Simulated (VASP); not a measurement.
Ta3AsAu2O13, 19 atoms in the cell. It takes space group Cm (No. 8, monoclinic). The conventional cell has a = 13.601 Å, b = 3.843 Å, c = 10.515 Å, α = 90.00°, β = 99.65°, γ = 90.00°. Ta (site symmetry m) has 6 O at 1.84 to 2.37 Å within 2.4 Å. Ta (site symmetry m) has 6 O at 1.82 to 2.33 Å within 2.4 Å. Within 2.4 Å of Ta (site symmetry m) lie 6 O at 1.83 to 2.34 Å. Within 2.3 Å of As (site symmetry m) lie 5 O at 1.70 to 1.99 Å. Au (site symmetry m) has 6 O at 1.98 to 2.54 Å within 2.6 Å. Within 2.6 Å of Au (site symmetry m) lie 6 O at 1.93 to 2.59 Å. O (site symmetry m) has 2 Ta at 1.84 to 2.06 Å within 2.4 Å. Within 2.6 Å of O (site symmetry m) lie 1 Ta at 1.90 Å and 2 Au at 1.98 to 2.51 Å. 

| Property | Result |
| --- | --- |
| Program | VASP 6.6.1 |
| Task | relaxation of cell and atoms |
| Functional | PBEsol |
| Potentials or basis | VASP PAW PBE potentials, release 64 (Ta_pv, As, Au, O) |
| Cutoff | 600 eV |
| k mesh | 7 × 7 × 3 |
| Occupations | fermi-dirac, width 0.05 eV |
| Spin | no spin polarisation |
| Further INCAR settings | ALGO = Normal; EDIFF = 1e-06; IBRION = 2; EDIFFG = -0.01; NSW = 60; ISIF = 3 |

Potentials or basis: VASP PAW PBE potentials, release 64 (Ta_pv, As, Au, O).

The run is started by

```sh
$ cat potpaw_PBE.64/Ta_pv/POTCAR potpaw_PBE.64/As/POTCAR potpaw_PBE.64/Au/POTCAR potpaw_PBE.64/O/POTCAR > POTCAR
$ mpirun -np 4 vasp_std > vasp.out
```

Hardware: 4 MPI ranks on AMD EPYC 9R45 96-Core Processor (Zen 5), with other jobs on the host.

Q: How long does it take, and how much memory?

A: Wall time 94 min on 4 MPI ranks on AMD EPYC 9R45 96-Core Processor (Zen 5) (shared host), peak memory 1.3 GiB a rank. Counts: scf iterations 246, k points 44, ion steps 40.
